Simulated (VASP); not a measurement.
YbNb2W3: single point with PBE

Crystal: YbNb2W3.

```
CELL_PARAMETERS angstrom
8.60741 0.00000 0.00000
-4.30371 7.45424 0.00000
0.00000 0.00000 2.63865
ATOMIC_POSITIONS crystal
Yb 0.00000 0.00000 0.50000
Nb 0.33333 0.66667 0.00000
Nb 0.66667 0.33333 0.00000
W 0.50000 0.00000 0.00000
W 0.00000 0.50000 0.00000
W 0.50000 0.50000 0.00000
```

The cell was built from a structure type or drawn by symmetry, and may not be a known phase.

```
Program                : VASP 6.6.1
Task                   : single point
Functional             : PBE
Potentials or basis    : VASP PAW PBE potentials, release 64 (Yb, Nb_sv, W_sv)
Cutoff                 : 600 eV
k mesh                 : 3 × 3 × 6
Occupations            : gaussian, width 0.1 eV
Spin                   : collinear spin, ferromagnetic start
Starting moments       : [1.0, 1.0, 1.0, 0.0, 0.0, 0.0] μB
Dipole correction      : no
Further INCAR settings : ALGO = Normal; EDIFF = 1e-06; NBANDS = 59
```

The pressure is 0.3 GPa. The net moment is 0.22 μB per cell, the site moments are Yb +0.00; Nb +0.15; W -0.04 μB and the valence electrons inside the program's atomic spheres are Yb 22.29; Nb 10.99; W 12.07.

Levels at points of the mesh, in eV from the Fermi level:
Spin up:
| k point | band 42 | band 43 | band 44 | band 45 | band 46 | band 47 | band 48 | band 49 | band 50 | band 51 |
| --- | --- | --- | --- | --- | --- | --- | --- | --- | --- | --- |
| (0.00, 0.00, 0.00) | -0.65 | -0.57 | -0.57 | -0.47 | -0.44 | -0.25 | -0.25 | -0.02 | 1.09 | 1.09 |
| (0.00, 0.00, 0.50) | -0.43 | 0.00 | 0.00 | 0.43 | 0.43 | 0.47 | 1.00 | 1.07 | 1.15 | 1.15 |
Spin down:
```csv
k point,band 42,band 43,band 44,band 45,band 46,band 47,band 48,band 49,band 50,band 51
"(0.00, 0.00, 0.00)",-0.65,-0.58,-0.58,-0.47,-0.43,-0.35,-0.35,-0.07,1.13,1.13
"(0.00, 0.00, 0.50)",-0.43,0.02,0.02,0.34,0.41,0.41,0.95,1.09,1.15,1.15
```

Wall time 96 min on 1 thread of Intel Xeon 8259CL, on a shared host, peak memory 0.61 GiB.

Caveat: the k points lie up to 0.40 Å⁻¹ apart; spin-orbit coupling is left out, which moves the levels of the heavy elements. The state reached can hang on the start; a lower one may exist.
